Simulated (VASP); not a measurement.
AlFe:

```
Fe Al
1.0
     2.91000    0.00000    0.00000
     0.00000    2.91000    0.00000
     0.00000    0.00000    2.91000
Fe Al
1 1
Direct
  0.50000 0.50000 0.50000
  0.00000 0.00000 0.00000
```

Base run:

| Item | Value |
| --- | --- |
| Program | VASP 6.6.1 |
| Functional | PBEsol |
| Potentials or basis | VASP PAW PBE potentials, release 64 (Fe_sv, Al) |
| Cutoff | 690 eV |
| k mesh | 8 × 8 × 8 |
| Occupations | fermi-dirac, width 0.05 eV |
| Spin | collinear spin, ferromagnetic start |
| Starting moments | [3.8, 0.0] μB |
| Fixed moment | 3.8 μB |

Its results: pressure 26.7 GPa; site moments Fe +3.03; Al +0.08 μB.

Q: The run is repeated on the same cell with these changes: fixed moment from 3.8 μB to 4.5 μB; moments at the start from [3.8, 0.0] to [4.5, 0.0]. What comes out?

A: Pressure 40.6 GPa; site moments Fe +3.35; Al +0.15 μB.

Caveats: the cell stands under pressure; the PAW data sets were made with another functional, which shifts forces and pressure a little; the total moment is fixed, so each spin has its own Fermi level and the state may be an excited one.
